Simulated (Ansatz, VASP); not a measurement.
**Two plane-wave programs on Al4Mo7W5**

```
Al Mo W
1.0
     6.31316   -0.00023    0.00547
    -0.00023    6.31772   -0.00005
     0.00551   -0.00005    6.30211
Al Mo W
4 7 5
Cartesian
  0.0011 6.3099 0.0143
  0.0043 3.1596 3.1448
  1.5829 4.7373 1.5742
  4.7444 4.7365 4.7405
  3.1550 0.0366 0.0088
  1.6174 1.5733 1.5774
  3.1598 3.1528 0.0061
  3.1618 6.3093 3.1592
  4.7314 1.5731 1.5880
  1.5807 1.5740 4.7276
  4.6925 4.7341 1.5840
  0.0014 3.1038 0.0036
  0.0049 0.0449 3.1557
  3.1575 3.1123 3.1540
  4.7003 1.5728 4.7385
  1.6313 4.7335 4.7329
```

Alike in both runs: functional PBE; k mesh 3 × 3 × 3; occupations gaussian, width 0.1 eV; no spin polarisation.

Ansatz relaxed the structure, and its values are those at the end. VASP's run is a single point on that final structure, the one shown.

```csv
,VASP,Ansatz
version,VASP 6.6.1,Ansatz 0.2.0
potentials or method,"VASP PAW PBE potentials, release 64 (Al, Mo_sv, W_sv), cutoff 520 eV","scalar-relativistic, plane waves, PAW"
valence electrons in the cell,180,180
```

Ansatz gave:

| Quantity | Value |
| --- | --- |
| gap on the k mesh at the Fermi level (eV) | 0.08 |
| least direct gap on the mesh (eV) | 0.08 |
| pressure (GPa) | 0.0 |
| rms of the force components (eV/Å) | 0.006 |

Task: Which values does VASP return?

Result: gap on the k mesh at the Fermi level (eV): 0.08; least direct gap on the mesh (eV): 0.08; pressure (GPa): 0.3; rms of the force components (eV/Å): 0.007.

Neither program's run includes spin-orbit coupling.
